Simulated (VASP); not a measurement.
Runs of VASP 6.6.1 on GaSb. Symmetry: F-43m, No. 216, cubic system. The conventional cell has a = 6.132 Å, b = 6.132 Å, c = 6.132 Å, α = 90.00°, β = 90.00°, γ = 90.00°. Within 3.5 Å of Ga (site symmetry -43m) lie 4 Sb at 2.66 Å. Within 3.5 Å of Sb (site symmetry -43m) lie 4 Ga at 2.66 Å. 

```csv
level,smearing,share of exact exchange,screening parameter,gap on the mesh (eV),pressure (GPa)
PBE-based screened hybrid with 100 % exact exchange,fermi-dirac 0.02 eV,1,0.2078 1/Å,(b),-3.9
HSE06,fermi-dirac 0.2 eV,0.25,0.2079 1/Å,0.80,0.2
PBE-based screened hybrid with 50 % exact exchange,fermi-dirac 0.02 eV,0.5,0.2078 1/Å,1.78,(a)
PBE-based screened hybrid with 40 % exact exchange,fermi-dirac 0.02 eV,0.4,0.5 1/Å,(c),0.4
```

Alike in all rows: task single point; potentials or basis VASP PAW PBE potentials, release 64 (Ga_d, Sb_d_GW); no spin polarisation; cell as given; k mesh 4 × 4 × 4; cutoff (eV) 400.

Estimate the missing entries.

(a) -1.4; (b) 3.48; (c) 0.71.

Caveats: all runs use coarse meshes; the PAW data sets were made with another functional, which shifts forces and pressure a little; spin-orbit coupling is left out, which moves the levels of the heavy elements.

A k mesh can miss the band edges, and the runs leave out spin-orbit coupling on Ga, Sb.
